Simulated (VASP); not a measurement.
The system is Ge.

```
Ge
1.0
     0.00000    2.88069    2.88069
     2.88069    0.00000    2.88069
     2.88069    2.88069    0.00000
Ge
2
Direct
  0.00000 0.00000 0.00000
  0.25000 0.25000 0.25000
```

* Program: VASP 6.6.1
* Task: relaxation of cell and atoms
* Functional: r2SCAN
* Potentials or basis: VASP PAW PBE potentials, release 64 (Ge_d)
* Cutoff: 600 eV
* k mesh: 8 × 8 × 8
* Occupations: fermi-dirac, width 0.02 eV
* Spin: no spin polarisation

At the start: pressure -2.8 GPa; volume 23.91 Å³/atom.

How do energy, volume and symmetry change on relaxing?

Over 7 steps the energy falls by 9.8 meV/atom and the volume is 22.87 Å³/atom (-4.3 %); space group Fd-3m (No. 227, to 0.1 Å) before and after.

Step by step:
| step | energy change (eV) | largest force (eV/Å) | pressure (GPa) | volume (Å³) |
| --- | --- | --- | --- | --- |
| 1 | 0.0000 | 0.0000 | -2.75 | 47.81 |
| 2 | -0.0173 | 0.0000 | 1.05 | 45.03 |
| 3 | -0.0196 | 0.0000 | 0.11 | 45.68 |
| 4 | -0.0195 | 0.0000 | -0.06 | 45.75 |
| 5 | -0.0195 | 0.0000 | -0.10 | 45.75 |
| 6 | -0.0195 | 0.0000 | -0.14 | 45.74 |
| 7 | -0.0195 | 0.0000 | -0.02 | 45.74 |

Final structure:
```cif
data_structure
_symmetry_space_group_name_H-M 'P 1'
_symmetry_Int_Tables_number 1
_cell_length_a 4.0144
_cell_length_b 4.0144
_cell_length_c 4.0144
_cell_angle_alpha 60.000
_cell_angle_beta 60.000
_cell_angle_gamma 60.000
_cell_volume 45.74
loop_
_atom_site_label
_atom_site_type_symbol
_atom_site_fract_x
_atom_site_fract_y
_atom_site_fract_z
_atom_site_occupancy
Ge1 Ge 0.00000 0.00000 0.00000 1
Ge2 Ge 0.25000 0.25000 0.25000 1
```

Caveat: the PAW data sets were made with another functional, which shifts forces and pressure a little.
